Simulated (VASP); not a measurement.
Write the native input for VASP 6.6.1 that does the following.

```
Task                   : single point
Functional             : PBE
Potentials or basis    : VASP PAW PBE potentials, release 64 (Ga_d, Sb)
Cutoff                 : 520 eV
k mesh                 : 6 × 6 × 2
Occupations            : gaussian, width 0.1 eV
Spin                   : no spin polarisation
Dipole correction      : no
Further INCAR settings : ALGO = Normal; EDIFF = 1e-06; NBANDS = 18
```

The structure of GaSb2 lies in POSCAR:

```
GaSb2
1.0
    3.2325754000      0.0000000000      0.0000000000
   -1.6162877000      2.7994924100      0.0000000000
    0.0000000000      0.0000000000      7.8735209700
Ga Sb
1 2
Direct
    0.0000000000      0.0000000000      0.0000000000
    0.3333333300      0.6666666700      0.6621415000
    0.6666666700      0.3333333300      0.3378585000
```

One way to write it, as run:

INCAR

```
PREC     = Accurate       # precision mode
ENCUT    = 520            # plane-wave cutoff, eV
EDIFF    = 1E-6           # SCF threshold, eV
ISMEAR   = 0              # smearing method
SIGMA    = 0.1            # smearing width, eV
LREAL    = False          # projectors in reciprocal space
LASPH    = True           # aspherical terms in the spheres
NELM     = 100            # most SCF steps
ALGO     = Normal         # electronic algorithm
ISIF     = 2              # what is computed and relaxed
LWAVE    = False          # write WAVECAR
LCHARG   = False          # write CHGCAR
GGA      = PE             # functional
NBANDS   = 18             # bands
```

KPOINTS

```
regular mesh
0
Gamma
  6 6 2
```

Potentials or basis: VASP PAW PBE potentials, release 64 (Ga_d, Sb).

Launch:

```console
$ cat potpaw_PBE.64/Ga_d/POTCAR potpaw_PBE.64/Sb/POTCAR > POTCAR
$ mpirun -np 1 vasp_std > vasp.out
```

It gave:

```json
{
 "Pressure": "5.3 GPa",
 "Largest force": "0.732 eV/Å"
}
```

Caveat: the k points lie up to 0.40 Å⁻¹ apart.

Run time: 6.3 s on 1 thread of Intel(R) Xeon(R) 6975P-C (Granite Rapids), with other jobs on the host, peak memory 0.18 GiB.
